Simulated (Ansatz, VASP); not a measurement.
# One calculation of CuO, two programs

Contents of INCAR:

```
PREC = Accurate
ENCUT = 820
EDIFF = 1E-6
ISMEAR = 0
SIGMA = 0.05
LREAL = False
LASPH = True
NELM = 200
ALGO = Normal
ISIF = 2
LWAVE = False
LCHARG = True
ISPIN = 2
MAGMOM = 0.28 0.73
LORBIT = 11
LMAXMIX = 4
LDAU = True
LDAUTYPE = 2
LDAUL = 2 -1
LDAUU = 8 0
LDAUJ = 0 0
LDAUPRINT = 1
GGA = CA
LELF = True
LVHAR = True
NBANDS = 24
GGA_COMPAT = False
```

File KPOINTS:

```
Automatic mesh
0
Gamma
  7 7 7
```

POSCAR

```
CuO
1.0
    2.5525506100      0.0000000000      0.0000000000
    0.0000000000      2.5525506100      0.0000000000
    0.0000000000      0.0000000000      2.5525506100
Cu O
1 1
Direct
    0.0000000000      0.0000000000      0.0000000000
    0.5000000000      0.5000000000      0.5000000000
```

Input for Ansatz:

```yaml
crystal:
  lattice:
    - [2.55255061, 0.0, 0.0]
    - [0.0, 2.55255061, 0.0]
    - [0.0, 0.0, 2.55255061]
  atoms:
    - { symbol: Cu, position: [0.0, 0.0, 0.0], spin: 0.5 }
    - { symbol: O, position: [0.5, 0.5, 0.5] }
basis:
  ecutwfc: 420
  ecutrho_ratio: 4
kpoints:
  mp_grid: { grid: [7, 7, 7] }
hamiltonian:
  xc: lda
  hubbard: { sites: [{ site: 0, l: d, u_eff: 8.0 }] }
scf:
  occupations: { method: gaussian, width: 0.05 }
  lower_state_search: "off"
  max_iter: 150
output:
  forces: true
  stress: true
  eigenvalues: true
  populations: true
  hubbard: { sites: [{ site: 0, l: d }] }
magnetization:
  spin_polarized: true
  initial_magnetization: 0.5
  spin_locking: { lock_magnetization: soft, n_iters: 12 }
```

Alike in both runs: task single point; functional LDA; k mesh 7 × 7 × 7; occupations gaussian, width 0.05 eV; collinear spin; Hubbard terms Cu d U = 8.0 eV.

```csv
,VASP,Ansatz
version,VASP 6.6.1,Ansatz 0.2.0
potentials or method,"VASP PAW LDA potentials, release 64 (Cu_sv_GW, O), cutoff 820 eV","scalar-relativistic, plane waves, PAW"
valence electrons in the cell,25,25
```

|  | VASP | Ansatz | Ansatz less VASP |
| --- | --- | --- | --- |
| gap on the k mesh at the Fermi level (eV) | none | none | - |
| pressure (GPa) | -1.0 | 11.0 | +11.95 |
| net moment per atom (μB) | 0.50 | 0.50 | 0.000 |
| size of the moment on the site where the two differ most (μB) | 0.58 | 0.73 | +0.150 |

LDA's correlation is that of Perdew and Zunger in VASP and of Perdew and Wang (1992) in Ansatz. Site moments also hang on the region over which each program counts them. The programs project onto different local orbitals, so the same U acts differently, and such runs can settle in different states. A gap of «none» marks a metal or a gap that the smearing closes. Ansatz's warnings: filled band counts differ across k points, stress scf threshold loose.
